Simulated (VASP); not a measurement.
# Zr8HS16 (a cell with a defect) in VASP: further runs

The runs below take Zr8HS16 (a cell with a defect) through single point, with PBE.

All numbers are computed with VASP 6.6.1; they aren't measurements. Logs are shortened: lines on timing, memory, paths and dates and some standing lists are left out, and cuts for length are marked.

## Step 1: The cell of the first run

The cell holds a defect, 25 atoms: a = 9.296 Å, b = 9.296 Å, c = 9.750 Å, α = 116.71°, β = 116.71°, γ = 93.27°.

## Step 2: Single point, PBE, collinear spin (with an interstitial atom, then relaxed in part)

Input file INCAR:

```
SYSTEM = Zr8HS16
PREC = Accurate ; ENCUT = 400
EDIFF = 1E-6 ; ISMEAR = 0
SIGMA = 0.02 ; LREAL = .False.
LASPH = .True. ; NELM = 200
ALGO = Normal ; ISIF = 2
LWAVE = .False. ; LCHARG = .True.
ISPIN = 2 ; MAGMOM = 0 0 0 0 0 0 0 0 0 0 0 0 0 0 0 0 0 0 0 0 0 0 0 0 1
LORBIT = 11 ; LMAXMIX = 4
GGA = PE ; LVHAR = .True.
NBANDS = 118 ; GGA_COMPAT = .False.
KPAR = 2 ; NCORE = 2
```

Input file KPOINTS:

```
Automatic mesh
0
Gamma
  2 2 2
  0.5 0.5 0.5
```

Input file POSCAR:

```
Zr8HS16
1.0
   -0.0000000001     -6.3829682949      6.7579067240
   -0.0000000001     -6.3829682949     -6.7579067240
    7.3704169266      6.3829682948      0.0000000000
Zr S H
8 16 1
Direct
    0.8761207817      0.8784161990      0.2654298761
    0.5059367593      0.4979105313      1.0004426614
    0.7547708348      0.7467134066      0.5041303386
    0.3844592625      0.3699543533      0.2484174501
    0.0089579049      0.0125014182      0.0003117074
    0.6109484584      0.6132720367      0.7352155900
    0.2509439051      0.2429751491      0.4965909133
    0.1364238491      0.1219692882      0.7523014685
    0.3059799315      0.5178713173      0.4938304866
    0.9364906508      0.1406714478      0.2468490749
    0.1880953178      0.3952536293      0.7502995881
    0.8125434223      0.0243628812      0.5068797676
    0.4381175325      0.6452330059      0.2504141861
    0.0654868536      0.2778937682      0.0003873266
    0.6900218927      0.8941401521      0.7538520143
    0.5657797637      0.7709945923      0.0004212015
    0.8215065199      0.5998540132      0.2527513287
    0.4507949723      0.2224729194      1.0003496443
    0.6965026272      0.4715743696      0.5017434117
    0.3185760974      0.0960887115      0.2473655128
    0.9416076848      0.7254550603      0.0002392832
    0.5690290387      0.3474567423      0.7479675757
    0.1951275364      0.9701991079      0.4989124262
    0.0716146849      0.8491150882      0.7532793061
    0.0436761523      0.6265608719     -0.0001697229
```

Potentials or basis: VASP PAW PBE potentials, release 64 (Zr_sv, S, H).

Command:

```console
cat potpaw_PBE.64/Zr_sv/POTCAR potpaw_PBE.64/S/POTCAR potpaw_PBE.64/H/POTCAR > POTCAR
mpirun -np 4 vasp_std > vasp.out
```

OUTCAR:

```text
SYSTEM = Zr8HS16
   PREC = Accurate
   ENCUT = 400
   EDIFF = 1E-6
   ISMEAR = 0
   LREAL = .False.
   LASPH = .True.
   NELM = 200
   ISIF = 2
   ISPIN = 2
   LORBIT = 11
   GGA = PE

 ion  position               nearest neighbor table
   1  0.876  0.878  0.265-  12 2.49  17 2.55  23 2.57  10 2.57  16 2.58  21 2.70   8 3.59   3 3.60
                             2 3.66   7 3.66
   2  0.506  0.498  0.000-  16 2.57  17 2.58  22 2.58  18 2.58  13 2.59  11 2.59   4 3.66   8 3.66
                             1 3.66   6 3.67   3 3.71   7 3.71
   3  0.755  0.747  0.504-  15 2.57  19 2.57  24 2.58  17 2.59  13 2.59  12 2.59   1 3.60   4 3.66
                             5 3.66   6 3.67   2 3.71   8 3.73
   4  0.384  0.370  0.248-  19 2.56  18 2.56  13 2.57  20 2.58  14 2.60   9 2.62   6 3.59   5 3.60
                             8 3.66   3 3.66   2 3.66   7 3.73
   5  0.009  0.013  0.000-  14 2.49  20 2.55  24 2.55  15 2.57  10 2.57  21 2.71   4 3.60   8 3.60
                             3 3.66   7 3.66
   6  0.611  0.613  0.735-   9 2.49  22 2.55  19 2.57  15 2.57  16 2.58  21 2.70   4 3.59   7 3.60
                             2 3.67   3 3.67
   7  0.251  0.243  0.497-  10 2.57  23 2.57  20 2.58  11 2.59  22 2.59   9 2.59   6 3.60   8 3.66
                             5 3.66   1 3.66   2 3.71   4 3.73
   8  0.136  0.122  0.752-  23 2.56  18 2.56  11 2.57  24 2.58  14 2.60  12 2.62   1 3.59   5 3.60
                             4 3.66   7 3.66   2 3.66   3 3.73
   9  0.306  0.518  0.494-   6 2.49   7 2.59   4 2.62
  10  0.936  0.141  0.247-   7 2.57   1 2.57   5 2.57
  11  0.188  0.395  0.750-   8 2.57   2 2.59   7 2.59
  12  0.813  0.024  0.507-   1 2.49   3 2.59   8 2.62
  13  0.438  0.645  0.250-   4 2.57   2 2.59   3 2.59
  14  0.065  0.278  0.000-   5 2.49   4 2.60   8 2.60
  15  0.690  0.894  0.754-   3 2.57   5 2.57   6 2.57
  16  0.566  0.771  0.000-   2 2.57   1 2.58   6 2.58
  17  0.822  0.600  0.253-   1 2.55   2 2.58   3 2.59
  18  0.451  0.222  0.000-   8 2.56   4 2.56   2 2.58
  19  0.697  0.472  0.502-   4 2.56   6 2.57   3 2.57
  20  0.319  0.096  0.247-   5 2.55   4 2.58   7 2.58
  21  0.942  0.725  0.000-  25 1.36   6 2.70   1 2.70   5 2.71
  22  0.569  0.347  0.748-   6 2.55   2 2.58   7 2.59
  23  0.195  0.970  0.499-   8 2.56   1 2.57   7 2.57
  24  0.072  0.849  0.753-   5 2.55   8 2.58   3 2.58
  25  0.044  0.627  1.000-  21 1.36

  LATTYP: Found a face centered orthorhombic cell.
 ALAT       =    12.7659365898
 B/A-ratio  =     1.0587404499
 C/A-ratio  =     1.1547005384

  Lattice vectors:

 A1 = (   7.3704169265,  -0.0000000001,  -6.7579067240)
 A2 = (   7.3704169264,  -6.3829682950,   0.0000000000)
 A3 = (  -0.0000000001,  -6.3829682949,  -6.7579067240)

Analysis of symmetry for initial positions (statically):
=====================================================================
 Subroutine PRICEL returns:
 Original cell was already a primitive cell.

 Routine SETGRP: Setting up the symmetry group for a
 face centered orthorhombic supercell.

 Subroutine GETGRP returns: Found  1 space group operations
 (whereof  1 operations were pure point group operations)
 out of a pool of  8 trial point group operations.

The static configuration has the point symmetry C_1 .

Analysis of symmetry for dynamics (positions and initial velocities):
=====================================================================
 Subroutine PRICEL returns:
 Original cell was already a primitive cell.

 Routine SETGRP: Setting up the symmetry group for a
 face centered orthorhombic supercell.

 Subroutine GETGRP returns: Found  1 space group operations
 (whereof  1 operations were pure point group operations)
 out of a pool of  8 trial point group operations.

The dynamic configuration has the point symmetry C_1 .

Analysis of structural, dynamic, and magnetic symmetry:
=====================================================================
 Subroutine PRICEL returns:
 Original cell was already a primitive cell.

 Routine SETGRP: Setting up the symmetry group for a
 face centered orthorhombic supercell.

 Subroutine GETGRP returns: Found  1 space group operations
 (whereof  1 operations were pure point group operations)
 out of a pool of  8 trial point group operations.

The overall configuration has the point symmetry C_1 .

 Subroutine INISYM returns: Found  1 space group operations
 (whereof  1 operations are pure point group operations),
 and found     1 'primitive' translations

----------------------------------------------------------------------------------------

                                     Primitive cell

  volume of cell :     635.8533

  direct lattice vectors                    reciprocal lattice vectors
    -0.000000000 -6.382968295  6.757906724     0.067838767 -0.078333461  0.073987408
    -0.000000000 -6.382968295 -6.757906724     0.067838767 -0.078333461 -0.073987408
     7.370416927  6.382968295  0.000000000     0.135677535 -0.000000000  0.000000000

[... 88 lines left out ...]
 -0.250000  0.250000 -0.250000      2.000000
 -0.250000 -0.250000  0.250000      2.000000
   k-points           NKPTS =      4   k-points in BZ     NKDIM =      4   number of bands    NBANDS=    118
   number of dos      NEDOS =    301   number of ions     NIONS =     25
   total plane-waves  NPLWV = 262144
   dimension x,y,z NGX =    64 NGY =   64 NGZ =   64
   dimension x,y,z NGXF=   128 NGYF=  128 NGZF=  128
   ions per type =               8  16   1
   NGX,Y,Z   is equivalent  to a cutoff of  11.45, 11.45, 10.91 a.u.
   NGXF,Y,Z  is equivalent  to a cutoff of  22.89, 22.89, 21.82 a.u.
 SYSTEM =  Zr8HS16
   PREC   = accura    normal or accurate (medium, high low for compatibility)
   ISTART =      0    job   : 0-new  1-cont  2-samecut
   ICHARG =      2    charge: 1-file 2-atom 10-const
   ISPIN  =      2    spin polarized calculation?
   LNONCOLLINEAR =      F non collinear calculations
   LSORBIT =      F    spin-orbit coupling
   LASPH  =      T    aspherical Exc in radial PAW
   ENCUT  =  400.0 eV  29.40 Ry    5.42 a.u.  15.16 15.16 15.90*2*pi/ulx,y,z
   NELM   =    200;   NELMIN=  2; NELMDL= -5     # of ELM steps
   EDIFF  = 0.1E-05   stopping-criterion for ELM
   LREAL  =      F    real-space projection
   EDIFFG = 0.1E-04   stopping-criterion for IOM
   NSW    =      0    number of steps for IOM
   IBRION =     -1    ionic relax: 0-MD 1-quasi-New 2-CG
   NFREE  =      0    steps in history (QN), initial steepest desc. (CG)
   ISIF   =      2    stress and relaxation
   ISYM   =      2    0-nonsym 1-usesym 2-fastsym
   POTIM  = 0.5000    time-step for ionic-motion
   TEBEG  =    0.0;   TEEND  =   0.0 temperature during run
   PSTRESS=    0.0 pullay stress
   NELECT =     193.0000    total number of electrons
   NUPDOWN=      -1.0000    fix difference up-down
   EMIN   =  10.00;   EMAX   =-10.00  energy-range for DOS
   EFERMI =   0.00;   METHOD = LEGACY
   ISMEAR =     0;   SIGMA  =   0.02  broadening in eV -4-tet -1-fermi 0-gaus
   EFERMI_NEDOS =   21; number of points for ismear=-14 and -15
   IALGO  =     38    algorithm
   IMIX   =      4    mixing-type and parameters
     AMIX     =   0.40;   BMIX     =  1.00
     AMIX_MAG =   1.60;   BMIX_MAG =  1.00
  volume/ion in A,a.u.               =      25.43       171.64
  Fermi-wavevector in a.u.,A,eV,Ry     =   1.100208  2.079092 16.469288  1.210459
  Thomas-Fermi vector in A             =   2.236616
   LORBIT       =     11    0 simple, 1 ext, 2 COOP (PROOUT), +10 PAW based schemes
   GGA     = PE    functional components
   LHFCALC =     F    Hartree Fock is set to
   AEXX    =    0.0000 exact exchange contribution
   IVDW    =     0    specifies the selected vdW correction
   LEPSILON=     F    determine dielectric tensor
   LRPA    =     F    only Hartree local field effects (RPA)
 spin polarized calculation
 Gauss-broadening in eV      SIGMA  =   0.02
  energy-cutoff  :      400.00
  volume of cell :      635.85
 maximum number of plane-waves:     11576
 NGX is ok and might be reduce to    64
   NGX = 31   NGY = 31   NGZ = 31

 number of electron     193.0000001 magnetization       0.4991637

 Free energy of the ion-electron system (eV)
  ---------------------------------------------------
  ext. energy  EPLUGINS =         0.00000000
  ---------------------------------------------------
  free energy    TOTEN  =      -174.25870556 eV

  energy without entropy =     -174.25483758  energy(sigma->0) =     -174.25677157

 E-fermi :   4.2874     XC(G=0):  -8.6857

 val. band max:        4.2834401567   @ k =  -0.2500  -0.2500   0.2500
 cond. band min:       4.3286198806   @ k =  -0.2500  -0.2500   0.2500
 fundamental gap:      0.0451797239
 Fermi energy:         4.2873815194

 spin component 1

 k-point     1 :       0.2500    0.2500    0.2500
  band No.  band energies     occupation
      1     -45.7897      1.00000
      2     -45.7854      1.00000
      3     -45.7820      1.00000
      4     -45.7746      1.00000
      5     -45.7723      1.00000
      6     -45.7683      1.00000
[... 433 lines left out ...]
    107       5.5777      0.00000
    108       5.7090      0.00000
 Fermi energy:         4.2873815194

 spin component 2

 k-point     1 :       0.2500    0.2500    0.2500
  band No.  band energies     occupation
      1     -45.7664      1.00000
      2     -45.7623      1.00000
      3     -45.7586      1.00000
      4     -45.7512      1.00000
      5     -45.7483      1.00000
      6     -45.7468      1.00000
[... 433 lines left out ...]
    107       5.6085      0.00000
    108       5.7388      0.00000
 [bands above 108 left out]

------------------------ aborting loop because EDIFF is reached ----------------------------------------

  FORCE on cell =-STRESS in cart. coord.  units (eV):
  Direction    XX          YY          ZZ          XY          YZ          ZX
  --------------------------------------------------------------------------------------
  -------------------------------------------------------------------------------------
  Total       -0.5708532      0.4245437     -0.4694098     -0.0106867     -0.0282831      0.0258039
  in kB       -1.4383947      1.0697347     -1.1827849     -0.0269276     -0.0712656      0.0650189
  external PRESSURE =      -0.5171483 kB  Pullay stress =       0.0000000 kB

 VOLUME and BASIS-vectors are now :
 -----------------------------------------------------------------------------
  energy-cutoff  :      400.00
  volume of cell :      635.85
      direct lattice vectors                 reciprocal lattice vectors
    -0.000000000 -6.382968295  6.757906724     0.067838767 -0.078333461  0.073987408
    -0.000000000 -6.382968295 -6.757906724     0.067838767 -0.078333461 -0.073987408
     7.370416927  6.382968295  0.000000000     0.135677535 -0.000000000  0.000000000

 POSITION                                       TOTAL-FORCE (eV/Angst)
 -----------------------------------------------------------------------------------
      1.95633     -9.50492     -0.01551         0.008920      0.003985     -0.000385
      0.00326     -6.40470      0.05424        -0.002457      0.002414     -0.004177
      3.71565     -6.36608      0.05445        -0.003319     -0.000454      0.001673
      1.83094     -3.22976      0.09802        -0.006584      0.001889     -0.002417
      0.00230     -0.13498     -0.02395         0.000802     -0.012160     -0.004016
      5.41885     -3.12130     -0.01570        -0.004013      0.001344     -0.001473
[... 17 lines left out ...]
      5.55198     -1.06883     -5.25428        -0.001740      0.000838      0.008569
      7.36917      2.10378     -3.93908         0.002090     -0.001916     -0.040948
 -----------------------------------------------------------------------------------
    total drift:                               -0.000031      0.000321     -0.000524

  FREE ENERGIE OF THE ION-ELECTRON SYSTEM (eV)
  ---------------------------------------------------
  free  energy   TOTEN  =      -174.2587055585 eV

  energy  without entropy=     -174.2548375815  energy(sigma->0) =     -174.25677157

 total charge

# of ion       s       p       d       tot
------------------------------------------
    1        2.173   6.017   1.459   9.648
    2        2.171   6.018   1.431   9.619
    3        2.170   6.018   1.434   9.621
    4        2.168   6.018   1.442   9.628
    5        2.173   6.017   1.458   9.648
    6        2.173   6.017   1.459   9.648
[... 17 lines left out ...]
   24        1.344   2.409   0.000   3.752
   25        0.535   0.035   0.000   0.570
--------------------------------------------------
tot         39.369  86.793  11.559 137.720

 magnetization (x)

# of ion       s       p       d       tot
------------------------------------------
    1        0.001   0.000   0.036   0.037
    2        0.002   0.000   0.029   0.031
    3        0.002   0.000   0.034   0.035
    4        0.001   0.000   0.035   0.036
    5        0.001   0.000   0.035   0.036
    6        0.001   0.000   0.036   0.037
[... 17 lines left out ...]
   24       -0.000  -0.001   0.000  -0.001
   25        0.002  -0.000   0.000   0.002
--------------------------------------------------
tot          0.012   0.014   0.272   0.298
```

Wall time 2.9 min (4 MPI ranks of Oxide Virtual Turin-like, shared host); peak memory 0.52 GiB.

What came out:

| Quantity | Value |
| --- | --- |
| Free energy | -174.2587 eV |
| Pressure | -0.1 GPa |
| Largest force | 0.055 eV/Å |
| Net moment | 0.50 μB per cell |
| Site moments | Zr +0.04, +0.03 (each value once); S +0.00, -0.00 (each value once); H +0.00 μB |
| Valence electrons inside the program's atomic spheres | Zr 9.65, 9.62, 9.63 (each value once); S 3.75, 3.76, 3.80 (each value once); H 0.57 |

Forces in eV/Å, atoms in the order of the input:
```
Zr   0.009  0.004  0.000
Zr  -0.002  0.002 -0.004
Zr  -0.003  0.000  0.002
Zr  -0.007  0.002 -0.002
Zr   0.001 -0.012 -0.004
Zr  -0.004  0.001 -0.001
Zr   0.002 -0.001  0.003
Zr   0.005  0.002 -0.003
S   -0.005  0.002 -0.008
S   -0.002  0.003 -0.009
S   -0.001  0.002 -0.008
S    0.002  0.001 -0.008
S    0.004 -0.001 -0.008
S   -0.002  0.004 -0.004
S   -0.001  0.003 -0.012
S   -0.003  0.000 -0.010
S   -0.003 -0.003  0.009
S    0.000 -0.002  0.008
S    0.003  0.000  0.010
S    0.004 -0.002  0.009
S    0.000 -0.001  0.055
S    0.003 -0.005  0.010
S    0.000  0.001  0.009
S   -0.002  0.001  0.009
H    0.002 -0.002 -0.041
```

Caveat: the k points lie up to 0.40 Å⁻¹ apart; the cell differs from its parent crystal (with an interstitial atom, then relaxed in part).

## Step 3: Single point, PBE (with an interstitial atom, then relaxed in part)

Input file INCAR:

```
ALGO     = Normal         # electronic algorithm
EDIFF    = 1E-6           # SCF threshold, eV
ENCUT    = 400            # plane-wave cutoff, eV
GGA      = PE             # functional
GGA_COMPAT= F            
ISIF     = 2              # what is computed and relaxed
ISMEAR   = 0              # smearing method
LASPH    = T              # aspherical terms in the spheres
LCHARG   = F              # write CHGCAR
LREAL    = F              # projectors in reciprocal space
LWAVE    = F              # write WAVECAR
NBANDS   = 114            # bands
NELECT   = 194.0        
NELM     = 120            # most SCF steps
PREC     = Accurate       # precision mode
SIGMA    = 0.02           # smearing width, eV
```

KPOINTS is that of step 2.

Input file POSCAR:

```
Zr8HS16
1.0
    5.5278124674     -3.1914840161      6.7579086874
    5.5278124674     -3.1914840161     -6.7579086874
   -1.8426041558      9.5744520483      0.0000000000
Zr S H
8 16 1
Direct
   -0.0018121263     -0.0034403969     -0.0160310600
    0.5054529633      0.4938152463      0.0012463937
    0.3779919034      0.3700254850      0.2489438148
    0.2631828211      0.2616143653      0.5139841777
    0.1279554520      0.1214786837      0.7456928446
    0.8651373570      0.8656872956      0.2489709745
    0.7531523804      0.7415382239      0.4966699344
    0.6312567255      0.6247103667      0.7522487098
    0.5971833703      0.8136020106      0.2489423257
    0.1060863017      0.3097347395      0.2489300783
    0.9815147661      0.1859945412      0.4968979433
    0.8504947881      0.0649087852      0.7448395234
    0.7335423774      0.9380013637      0.0009621204
    0.4790641565      0.6885113953      0.4983775060
    0.3546551881      0.5690724205      0.7531058705
    0.2296432764      0.4391200395     -0.0004860331
    0.1507370353      0.9319334127      0.2490572474
    0.6534599280      0.4257755673      0.2490160224
    0.5288326580      0.3065246941      0.5009489252
    0.4050198215      0.1786095940      0.7493448959
    0.2768756637      0.0545496250     -0.0029747285
    0.0274944699      0.8046992935      0.4977169985
    0.9047151574      0.6782613826      0.7486609810
    0.7787963209      0.5559636897      0.0003035267
    0.2495597659      0.8293568935      0.2490775319
```

Potentials or basis: VASP PAW PBE potentials, release 64 (Zr_sv, S, H).

Command:

```console
cat potpaw_PBE.64/Zr_sv/POTCAR potpaw_PBE.64/S/POTCAR potpaw_PBE.64/H/POTCAR > POTCAR
mpirun -np 1 vasp_std > vasp.out
```

It took 5.8 min on 1 thread of Oxide Virtual Turin-like, shared host; peak memory 0.62 GiB.

Results (log left out):

```
Free energy   : -169.9310 eV
Largest force : 0.058 eV/Å
```

Forces in eV/Å, atoms in the order of the input:
```
Zr   0.002 -0.006 -0.003
Zr  -0.005 -0.003 -0.003
Zr   0.010 -0.005 -0.004
Zr   0.006  0.002 -0.002
Zr   0.002  0.007  0.001
Zr  -0.015  0.009 -0.002
Zr   0.001  0.007 -0.004
Zr  -0.003 -0.006  0.000
S   -0.002  0.003  0.002
S   -0.010  0.007 -0.009
S   -0.001 -0.002 -0.008
S   -0.003  0.002 -0.005
S    0.003  0.004 -0.008
S   -0.001  0.004 -0.007
S   -0.003  0.003 -0.006
S   -0.004  0.001 -0.007
S    0.014 -0.011  0.056
S   -0.006  0.001  0.013
S    0.002 -0.001  0.008
S    0.005 -0.002  0.009
S    0.002 -0.004  0.007
S    0.000 -0.009  0.009
S    0.002 -0.005  0.008
S    0.007  0.002  0.009
H   -0.004  0.002 -0.052
```

Levels at points of the mesh, in eV from the Fermi level:
| k point | band 93 | band 94 | band 95 | band 96 | band 97 | band 98 | band 99 | band 100 | band 101 | band 102 |
| --- | --- | --- | --- | --- | --- | --- | --- | --- | --- | --- |
| (0.25, 0.25, 0.25) | -2.19 | -1.86 | -1.81 | -1.74 | -0.16 | 0.13 | 0.22 | 0.26 | 0.28 | 0.48 |

Caveat: the cell carries a net charge on a neutralising background, which shifts energy and pressure; the cell differs from its parent crystal (with an interstitial atom, then relaxed in part); the cell is charged against a uniform background, so pressure and absolute levels hang on convention.

(Part 1 of 2 ends here.)
